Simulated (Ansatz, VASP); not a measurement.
## One calculation of P, two programs

```
CELL_PARAMETERS angstrom
0.00000 2.31898 5.48141
1.33838 0.00000 5.48141
1.33838 2.31898 0.00000
ATOMIC_POSITIONS crystal
P 0.90008 0.90008 0.09992
P 0.09992 0.09992 0.90008
```

Alike in both runs: functional PBE; k mesh 6 × 6 × 6; occupations gaussian, width 0.1 eV; no spin polarisation.

Ansatz relaxed the structure, and its values are those at the end. VASP's run is a single point on that final structure, the one shown.

|  | VASP | Ansatz |
| --- | --- | --- |
| version | VASP 6.6.1 | Ansatz 0.2.0 |
| potentials or method | VASP PAW PBE potentials, release 64 (P), cutoff 520 eV | scalar-relativistic, plane waves, PAW |
| valence electrons in the cell | 10 | 10 |

```tsv
	VASP	Ansatz	Ansatz less VASP
gap on the k mesh at the Fermi level (eV)	none	none	-
pressure (GPa)	-0.1	0.1	+0.26
rms of the force components (eV/Å)	0.020	0.013	-0.0067
```

A gap of «none» marks a metal or a gap that the smearing closes. The functional is the same, so the differences come from potentials, cutoffs and numerics.

The k mesh is coarse, so the values compare programs but aren't converged.
